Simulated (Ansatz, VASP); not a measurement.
**Two plane-wave programs on Mg2ZnS3**

```xyz
12
Lattice="5.9773 -3.4494 0.0000 5.9773 3.4494 0.0000 0.0000 0.0000 6.4356" Properties=species:S:1:pos:R:3 pbc="T T T"
Mg    4.0048    1.1644    0.0243
Mg    7.9497    1.1644    0.0243
Mg    7.9497   -1.1644    3.2421
Mg    4.0048   -1.1644    3.2421
Zn    5.9773   -2.3217    0.0320
Zn    5.9773    2.3217    3.2498
S     5.9773    2.3762    5.6190
S     4.0460   -1.1835    5.7096
S     7.9085   -1.1835    5.7096
S     5.9773   -2.3762    2.4011
S     4.0460    1.1835    2.4918
S     7.9085    1.1835    2.4918
```

Alike in both runs: functional PBE; k mesh 2 × 2 × 2; occupations gaussian, width 0.15 eV; no spin polarisation.

Ansatz relaxed the structure, and its values are those at the end. VASP's run is a single point on that final structure, the one shown.

|  | VASP | Ansatz |
| --- | --- | --- |
| version | VASP 6.6.1 | Ansatz 0.2.0 |
| potentials or method | VASP PAW PBE potentials, release 64 (Mg, Zn, S), cutoff 520 eV | scalar-relativistic, plane waves, PAW |
| valence electrons in the cell | 68 | 100 |

|  | VASP | Ansatz | Ansatz less VASP |
| --- | --- | --- | --- |
| gap on the k mesh at the Fermi level (eV) | 2.96 | 2.97 | +0.004 |
| least direct gap on the mesh (eV) | 2.96 | 2.97 | +0.004 |
| pressure (GPa) | -0.1 | 0.0 | +0.06 |
| rms of the force components (eV/Å) | 0.012 | 0.007 | -0.0053 |

VASP's potentials hold 68 valence electrons a cell and Ansatz's 100, so a difference there can come from the potentials and not from the codes.

The k mesh is coarse, so the values compare programs but aren't converged.
